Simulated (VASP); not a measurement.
Here is a VASP 6.6.1 calculation.

The input INCAR:

```
PREC     = Accurate       # precision mode
ENCUT    = 600            # plane-wave cutoff, eV
EDIFF    = 1E-6           # SCF threshold, eV
ISMEAR   = 0              # smearing method
SIGMA    = 0.01           # smearing width, eV
LREAL    = False          # projectors in reciprocal space
LASPH    = True           # aspherical terms in the spheres
NELM     = 120            # most SCF steps
ALGO     = Normal         # electronic algorithm
ISIF     = 2              # what is computed and relaxed
LWAVE    = False          # write WAVECAR
LCHARG   = False          # write CHGCAR
GGA      = PE             # functional
NBANDS   = 11             # bands
GGA_COMPAT= False
```

Contents of KPOINTS:

```
regular mesh
0
Gamma
  2 2 2
```

File POSCAR:

```
BeS
1.0
    0.0000000000      2.3608025200      2.3608025200
    2.3608025200      0.0000000000      2.3608025200
    2.3608025200      2.3608025200      0.0000000000
Be S
1 1
Direct
    0.0000000000      0.0000000000      0.0000000000
    0.2500000000      0.2500000000      0.2500000000
```

Potentials or basis: VASP PAW PBE potentials, release 64 (Be, S).

Launch:

```console
$ cat potpaw_PBE.64/Be/POTCAR potpaw_PBE.64/S/POTCAR > POTCAR
$ mpirun -np 1 vasp_std > vasp.out
```

(1) Predict the pressure.

(2) Estimate the band gap on the k mesh.

## Answers

(1) 24.4 GPa.

(2) 2.73 eV, indirect (least direct gap 5.41 eV).

Caveat: the k points lie up to 1.15 Å⁻¹ apart.
